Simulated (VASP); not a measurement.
Runs of VASP 6.6.1 on Tc. It takes space group Fm-3m (No. 225, cubic). Conventional cell: a = 3.900 Å, b = 3.900 Å, c = 3.900 Å, α = 90.00°, β = 90.00°, γ = 90.00°. Within 3.6 Å of Tc (site symmetry m-3m) lie 12 Tc at 2.76 Å. This isn't the form of Tc at room conditions, which is hcp.

```csv
level,potentials or basis,grid for exact exchange (PRECFOCK),share of exact exchange,gap on the mesh (eV),pressure (GPa)
r2SCAN0,"VASP PAW PBE potentials, release 64 (Tc_pv)",Normal,0.25,none,-20.6
LDA,"VASP PAW LDA potentials, release 64 (Tc_pv)",-,-,none,-19.9
PBE0,"VASP PAW PBE potentials, release 64 (Tc_pv)",Normal,0.25,none,-18.2
r2SCAN,"VASP PAW PBE potentials, release 64 (Tc_pv)",-,-,none,(b)
PBEsol,"VASP PAW PBE potentials, release 64 (Tc_pv)",-,-,none,(a)
```

Alike in all rows: task single point; no spin polarisation; cell as given; k mesh 7 × 7 × 7; cutoff (eV) 520; smearing fermi-dirac 0.05 eV.

Question: Fill in the values left out.

Answer: (a) -15.6; (b) -10.7.

Caveats: all runs use coarse meshes; the PAW data sets were made with another functional, which shifts forces and pressure a little (at least some runs).

A k mesh can miss the band edges, and the runs leave out spin-orbit coupling on Tc.

A gap of «none» marks levels without a gap at the run's occupations.
